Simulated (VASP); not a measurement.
Set up this calculation in VASP 6.6.1, as the native input.

| Item | Value |
| --- | --- |
| Task | single point |
| Functional | PBE |
| Potentials or basis | VASP PAW PBE potentials, release 64 (Pt) |
| Cutoff | 520 eV |
| k mesh | 11 × 11 × 11 |
| Occupations | fermi-dirac, width 0.1 eV |
| Spin | no spin polarisation |
| Dipole correction | no |
| Further INCAR settings | ALGO = Normal; EDIFF = 1e-06; NBANDS = 17 |

The structure of Pt lies in POSCAR:

```
Pt
1.0
    0.0000000000      2.9279121059      2.9279121059
    2.9279121059      0.0000000000      2.9279121059
    2.9279121059      2.9279121059      0.0000000000
Pt
2
Direct
    0.1250000000      0.1250000000      0.1250000000
    0.8750000000      0.8750000000      0.8750000000
```

This isn't the form of Pt at room conditions, which is fcc.

One way to write it, as run:

INCAR

```
PREC     = Accurate       # precision mode
ENCUT    = 520            # plane-wave cutoff, eV
EDIFF    = 1E-6           # SCF threshold, eV
ISMEAR   = -1             # smearing method
SIGMA    = 0.1            # smearing width, eV
LREAL    = F              # projectors in reciprocal space
LASPH    = T              # aspherical terms in the spheres
NELM     = 60             # most SCF steps
ALGO     = Normal         # electronic algorithm
ISIF     = 2              # what is computed and relaxed
LWAVE    = F              # write WAVECAR
LCHARG   = F              # write CHGCAR
GGA      = PE             # functional
NBANDS   = 17             # bands
```

KPOINTS

```
Automatic mesh
0
Gamma
  11 11 11
```

Potentials or basis: VASP PAW PBE potentials, release 64 (Pt).

Launch:

```console
$ cat potpaw_PBE.64/Pt/POTCAR > POTCAR
$ mpirun -np 1 vasp_std > vasp.out
```

Results of the run:

```yaml
Pressure: -4.3 GPa
Band_gap_on_the_k_mesh: zero (bands 10 and 11 overlap by 0.56 eV)
```

Caveat: the cell stands under tension; spin-orbit coupling is left out, which moves the levels of the heavy elements.

It took 32 s on 1 thread of Intel Xeon 8259CL, with other jobs on the host, peak memory 0.19 GiB.
